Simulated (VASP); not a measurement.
# Si (a cell with a defect) in VASP: relaxation of the atoms with LDA

Aim: the relaxation of the atoms of Si (a cell with a defect) with LDA.

All numbers are computed with VASP 6.6.1; they aren't measurements. Logs are shortened: lines on timing, memory, paths and dates and some standing lists are left out, and cuts for length are marked.

### Step 1. The cell of the first run

The cell holds a defect, 17 atoms: a = 7.679 Å, b = 7.679 Å, c = 7.679 Å, α = 60.00°, β = 60.00°, γ = 60.00°.

### Step 2. Relaxation of the atoms, LDA

Input file INCAR:

```
SYSTEM = Si
ALGO = Normal ; EDIFF = 1E-6
EDIFFG = -0.03 ; ENCUT = 520
GGA = CA ; IBRION = 2
ISIF = 2 ; ISMEAR = 0
LASPH = .TRUE. ; LCHARG = .FALSE.
LREAL = Auto ; LWAVE = .FALSE.
NELM = 80 ; NSW = 80
PREC = Accurate ; SIGMA = 0.05
```

Input file KPOINTS:

```
k-points
0
G
  2 2 2
  0 0 0
```

Input file POSCAR:

```
Si
1.0
    0.0000000000      5.4300000000      5.4300000000
    5.4300000000      0.0000000000      5.4300000000
    5.4300000000      5.4300000000      0.0000000000
Si
17
Direct
    0.0000000000      0.0000000000      0.0000000000
    0.1250000000      0.1250000000      0.1250000000
    0.0000000000      0.0000000000      0.5000000000
    0.1250000000      0.1250000000      0.6250000000
    0.0000000000      0.5000000000      0.0000000000
    0.1250000000      0.6250000000      0.1250000000
    0.0000000000      0.5000000000      0.5000000000
    0.1250000000      0.6250000000      0.6250000000
    0.5000000000      0.0000000000      0.0000000000
    0.6250000000      0.1250000000      0.1250000000
    0.5000000000      0.0000000000      0.5000000000
    0.6250000000      0.1250000000      0.6250000000
    0.5000000000      0.5000000000      0.0000000000
    0.6250000000      0.6250000000      0.1250000000
    0.5000000000      0.5000000000      0.5000000000
    0.6250000000      0.6250000000      0.6250000000
    0.7508445100      0.7434531700      0.7485091800
```

Potentials or basis: VASP PAW LDA potentials, release 64 (Si).

Run with:

```
> cat potpaw_LDA.64/Si/POTCAR > POTCAR
> mpirun -np 1 vasp_std > vasp.out
```

OUTCAR:

```text
SYSTEM = Si
   EDIFF = 1E-6
   EDIFFG = -0.03
   ENCUT = 520
   GGA = CA
   IBRION = 2
   ISIF = 2
   ISMEAR = 0
   LASPH = .TRUE.
   LREAL = Auto
   NELM = 80
   NSW = 80
   PREC = Accurate

 ion  position               nearest neighbor table
   1  0.000  0.000  0.000-   2 2.35   4 2.35   6 2.35  10 2.35
   2  0.125  0.125  0.125-   1 2.35   3 2.35   5 2.35   9 2.35
   3  0.000  0.000  0.500-   2 2.35   4 2.35   8 2.35  12 2.35  17 2.75
   4  0.125  0.125  0.625-   1 2.35   3 2.35   7 2.35  11 2.35
   5  0.000  0.500  0.000-   2 2.35   6 2.35   8 2.35  14 2.35  17 2.72
   6  0.125  0.625  0.125-   1 2.35   5 2.35   7 2.35  13 2.35
   7  0.000  0.500  0.500-   4 2.35   6 2.35   8 2.35  16 2.35  17 2.67
   8  0.125  0.625  0.625-  17 2.35   5 2.35   7 2.35  15 2.35   3 2.35
   9  0.500  0.000  0.000-   2 2.35  10 2.35  12 2.35  14 2.35  17 2.76
  10  0.625  0.125  0.125-   1 2.35   9 2.35  11 2.35  13 2.35
  11  0.500  0.000  0.500-   4 2.35  10 2.35  12 2.35  16 2.35  17 2.71
  12  0.625  0.125  0.625-   3 2.35   9 2.35  11 2.35  15 2.35  17 2.39
  13  0.500  0.500  0.000-   6 2.35  10 2.35  14 2.35  16 2.35  17 2.68
  14  0.625  0.625  0.125-   5 2.35   9 2.35  13 2.35  15 2.35  17 2.36
  15  0.500  0.500  0.500-   8 2.35  12 2.35  14 2.35  16 2.35
  16  0.625  0.625  0.625-  17 2.31  11 2.35  13 2.35  15 2.35   7 2.35
  17  0.751  0.743  0.749-  16 2.31   8 2.35  14 2.36  12 2.39   7 2.67  13 2.68  11 2.71   5 2.72
                             3 2.75   9 2.76

  LATTYP: Found a face centered cubic cell.
 ALAT       =    10.8600000000

  Lattice vectors:

 A1 = (   0.0000000000,   5.4300000000,   5.4300000000)
 A2 = (   5.4300000000,   0.0000000000,   5.4300000000)
 A3 = (   5.4300000000,   5.4300000000,   0.0000000000)

Analysis of symmetry for initial positions (statically):
=====================================================================
 Subroutine PRICEL returns:
 Original cell was already a primitive cell.

 Routine SETGRP: Setting up the symmetry group for a
 face centered cubic supercell.

 Subroutine GETGRP returns: Found  1 space group operations
 (whereof  1 operations were pure point group operations)
 out of a pool of 48 trial point group operations.

The static configuration has the point symmetry C_1 .

Analysis of symmetry for dynamics (positions and initial velocities):
=====================================================================
 Subroutine PRICEL returns:
 Original cell was already a primitive cell.

 Routine SETGRP: Setting up the symmetry group for a
 face centered cubic supercell.

 Subroutine GETGRP returns: Found  1 space group operations
 (whereof  1 operations were pure point group operations)
 out of a pool of 48 trial point group operations.

The dynamic configuration has the point symmetry C_1 .

 Subroutine INISYM returns: Found  1 space group operations
 (whereof  1 operations are pure point group operations),
 and found     1 'primitive' translations

----------------------------------------------------------------------------------------

                                     Primitive cell

  volume of cell :     320.2060

  direct lattice vectors                    reciprocal lattice vectors
     0.000000000  5.430000000  5.430000000    -0.092081031  0.092081031  0.092081031
     5.430000000  0.000000000  5.430000000     0.092081031 -0.092081031  0.092081031
     5.430000000  5.430000000  0.000000000     0.092081031  0.092081031 -0.092081031

  length of vectors
     7.679179644  7.679179644  7.679179644     0.159489025  0.159489025  0.159489025

  position of ions in fractional coordinates (direct lattice)
     0.000000000  0.000000000  0.000000000
     0.125000000  0.125000000  0.125000000
     0.000000000  0.000000000  0.500000000
     0.125000000  0.125000000  0.625000000
     0.000000000  0.500000000  0.000000000
     0.125000000  0.625000000  0.125000000
[... 9 lines left out ...]
     0.625000000  0.625000000  0.625000000
     0.750844510  0.743453170  0.748509180

  ion indices of the primitive-cell ions
   primitive index   ion index
                 1           1
                 2           2
                 3           3
                 4           4
                 5           5
                 6           6
[... 9 lines left out ...]
                16          16
                17          17

----------------------------------------------------------------------------------------

 KPOINTS: k-points

Automatic generation of k-mesh.
 Grid dimensions read from file:
 generate k-points for:    2    2    2

 Generating k-lattice:

  Cartesian coordinates                     Fractional coordinates (reciprocal lattice)
    -0.046040516  0.046040516  0.046040516     0.500000000  0.000000000  0.000000000
     0.046040516 -0.046040516  0.046040516     0.000000000  0.500000000  0.000000000
     0.046040516  0.046040516 -0.046040516     0.000000000  0.000000000  0.500000000

  Length of vectors
     0.079744512  0.079744512  0.079744512

  Shift w.r.t. Gamma in fractional coordinates (k-lattice)
     0.000000000  0.000000000  0.000000000

 Subroutine IBZKPT returns following result:
 ===========================================

 Found      8 irreducible k-points:

 Following reciprocal coordinates:
            Coordinates               Weight
  0.000000  0.000000  0.000000      1.000000
  0.500000  0.000000  0.000000      1.000000
  0.000000  0.500000  0.000000      1.000000
  0.000000  0.000000  0.500000      1.000000
  0.500000  0.500000  0.500000      1.000000
  0.500000  0.500000  0.000000      1.000000
  0.000000  0.500000  0.500000      1.000000
  0.500000  0.000000  0.500000      1.000000
   k-points           NKPTS =      8   k-points in BZ     NKDIM =      8   number of bands    NBANDS=     43
   number of dos      NEDOS =    301   number of ions     NIONS =     17
   total plane-waves  NPLWV = 216000
   dimension x,y,z NGX =    60 NGY =   60 NGZ =   60
   dimension x,y,z NGXF=   120 NGYF=  120 NGZF=  120
   ions per type =              17
   NGX,Y,Z   is equivalent  to a cutoff of  12.99, 12.99, 12.99 a.u.
   NGXF,Y,Z  is equivalent  to a cutoff of  25.98, 25.98, 25.98 a.u.
 SYSTEM =  Si
   PREC   = accura    normal or accurate (medium, high low for compatibility)
   ISTART =      0    job   : 0-new  1-cont  2-samecut
   ICHARG =      2    charge: 1-file 2-atom 10-const
   ISPIN  =      1    spin polarized calculation?
   LNONCOLLINEAR =      F non collinear calculations
   LSORBIT =      F    spin-orbit coupling
   LASPH  =      T    aspherical Exc in radial PAW
   ENCUT  =  520.0 eV  38.22 Ry    6.18 a.u.  14.28 14.28 14.28*2*pi/ulx,y,z
   NELM   =     80;   NELMIN=  2; NELMDL= -5     # of ELM steps
   EDIFF  = 0.1E-05   stopping-criterion for ELM
   LREAL  =      T    real-space projection
   EDIFFG = -.3E-01   stopping-criterion for IOM
   NSW    =     80    number of steps for IOM
   IBRION =      2    ionic relax: 0-MD 1-quasi-New 2-CG
   NFREE  =      1    steps in history (QN), initial steepest desc. (CG)
   ISIF   =      2    stress and relaxation
   ISYM   =      2    0-nonsym 1-usesym 2-fastsym
   POTIM  = 0.5000    time-step for ionic-motion
   TEBEG  =    0.0;   TEEND  =   0.0 temperature during run
   PSTRESS=    0.0 pullay stress
   NELECT =      68.0000    total number of electrons
   NUPDOWN=      -1.0000    fix difference up-down
   EMIN   =  10.00;   EMAX   =-10.00  energy-range for DOS
   EFERMI =   0.00;   METHOD = LEGACY
   ISMEAR =     0;   SIGMA  =   0.05  broadening in eV -4-tet -1-fermi 0-gaus
   EFERMI_NEDOS =   21; number of points for ismear=-14 and -15
   IALGO  =     38    algorithm
   IMIX   =      4    mixing-type and parameters
     AMIX     =   0.40;   BMIX     =  1.00
     AMIX_MAG =   1.60;   BMIX_MAG =  1.00
  volume/ion in A,a.u.               =      18.84       127.11
  Fermi-wavevector in a.u.,A,eV,Ry     =   0.976715  1.845724 12.979587  0.953973
  Thomas-Fermi vector in A             =   2.107356
   LORBIT       =      0    0 simple, 1 ext, 2 COOP (PROOUT), +10 PAW based schemes
   GGA     = CA    functional components
   LHFCALC =     F    Hartree Fock is set to
   AEXX    =    0.0000 exact exchange contribution
   IVDW    =     0    specifies the selected vdW correction
   LEPSILON=     F    determine dielectric tensor
   LRPA    =     F    only Hartree local field effects (RPA)
 conjugate gradient relaxation of ions
 non-spin polarized calculation
 Gauss-broadening in eV      SIGMA  =   0.05
  energy-cutoff  :      520.00
  volume of cell :      320.21
 maximum number of plane-waves:      8646
 NGX is ok and might be reduce to    60
   NGX = 29   NGY = 29   NGZ = 29

--------------------------------------- Ionic step        1  -------------------------------------------

 number of electron      68.0000004 magnetization

 Free energy of the ion-electron system (eV)
  ---------------------------------------------------
  ext. energy  EPLUGINS =         0.00000000
  ---------------------------------------------------
  free energy    TOTEN  =       -97.44274609 eV

  energy without entropy =      -97.43310517  energy(sigma->0) =      -97.43792563

------------------------ aborting loop because EDIFF is reached ----------------------------------------

  FORCE on cell =-STRESS in cart. coord.  units (eV):
  Direction    XX          YY          ZZ          XY          YZ          ZX
  --------------------------------------------------------------------------------------
  -------------------------------------------------------------------------------------
  Total        4.4196459      4.4030311      4.4109956      0.3768744      0.5287521      0.0651011
  in kB       22.1140644     22.0309311     22.0707822      1.8857223      2.6456549      0.3257390
  external PRESSURE =      22.0719259 kB  Pullay stress =       0.0000000 kB
[... 291 lines left out ...]
  energy  without entropy=      -97.5468050485  energy(sigma->0) =      -97.55232375

--------------------------------------- Ionic step        7  -------------------------------------------

 number of electron      68.0000001 magnetization

 Free energy of the ion-electron system (eV)
  ---------------------------------------------------
  ext. energy  EPLUGINS =         0.00000000
  ---------------------------------------------------
  free energy    TOTEN  =       -97.55790940 eV

  energy without entropy =      -97.54691432  energy(sigma->0) =      -97.55241186

 E-fermi :   6.7895     XC(G=0):  -9.8492

 val. band max:        6.5755970790   @ k =   0.0000   0.0000   0.0000
 cond. band min:       6.8077630077   @ k =   0.5000   0.0000   0.5000
 fundamental gap:      0.2321659287
 Fermi energy:         6.7894680244

 k-point     1 :       0.0000    0.0000    0.0000
  band No.  band energies     occupation
      1      -6.3625      2.00000
      2      -3.8210      2.00000
      3      -3.6714      2.00000
      4      -3.6702      2.00000
      5      -3.6692      2.00000
      6      -2.8415      2.00000
[... 401 lines left out ...]
  FREE ENERGIE OF THE ION-ELECTRON SYSTEM (eV)
  ---------------------------------------------------
  free  energy   TOTEN  =       -97.5579093978 eV

  energy  without entropy=      -97.5469143235  energy(sigma->0) =      -97.55241186

 reached required accuracy - stopping structural energy minimisation
```

It took 12 min on 1 thread of Intel Xeon Platinum 8259CL at 2.50GHz (Skylake/Cascade Lake), shared host; peak memory 0.38 GiB.

What came out:

| Item | Value |
| --- | --- |
| Free energy | -97.5579 eV |
| Energy gained by relaxing | 6.8 meV/atom |
| Ionic steps | 7 |
| Pressure after relaxing | 1.7 GPa |
| Largest force after relaxing | 0.022 eV/Å |
| Band gap on the k mesh | zero (bands 34 and 35 overlap by 0.24 eV) |

Forces on the atoms (eV/Å):
```
Si   0.003  0.001  0.002
Si  -0.001 -0.004 -0.002
Si  -0.005  0.009 -0.005
Si   0.000 -0.004  0.005
Si   0.002 -0.007  0.005
Si  -0.004  0.007 -0.004
Si   0.009 -0.006 -0.004
Si  -0.012  0.004 -0.001
Si  -0.005  0.007 -0.003
Si   0.003 -0.002  0.001
Si  -0.011  0.007 -0.013
Si   0.006 -0.014  0.008
Si  -0.005 -0.009  0.007
Si  -0.001  0.007 -0.013
Si   0.006 -0.002  0.003
Si  -0.002  0.006  0.001
Si   0.018  0.000  0.012
```

The path:
| step | energy change (eV) | largest force (eV/Å) | pressure (GPa) |
| --- | --- | --- | --- |
| 1 | 0.0000 | 1.0499 | 2.21 |
| 2 | -0.1096 | 0.1395 | 1.77 |
| 3 | -0.1111 | 0.1950 | 1.73 |
| 4 | -0.1143 | 0.0703 | 1.73 |
| 5 | -0.1144 | 0.0788 | 1.73 |
| 6 | -0.1151 | 0.0396 | 1.74 |
| 7 | -0.1152 | 0.0219 | 1.74 |

Final structure:
```xyz
17
Lattice="0.0000 5.4300 5.4300 5.4300 0.0000 5.4300 5.4300 5.4300 0.0000" Properties=species:S:1:pos:R:3 pbc="T T T"
Si    0.0004    5.4300    5.4303
Si    1.3524    1.3532    1.3526
Si    2.7144    2.7152    0.0331
Si    4.0771    4.0780    1.3514
Si    2.7145    0.0339    2.7148
Si    4.0779    1.3512    4.0781
Si    5.3950    2.7146    2.7144
Si    6.7662    4.0942    4.0946
Si    0.0327    2.7151    2.7145
Si    1.3516    4.0776    4.0770
Si    2.7139    5.3961    2.7140
Si    4.0880    6.7723    4.0879
Si    2.7141    2.7145    5.3954
Si    4.0925    4.0921    6.7681
Si    5.4195    5.4292    5.4225
Si    6.7606    6.7600    6.7604
Si    8.1305    8.1442    8.1348
```

Caveat: the k points lie up to 0.50 Å⁻¹ apart.

The gap in the log of VASP goes by the Fermi energy; the results here count the filled bands.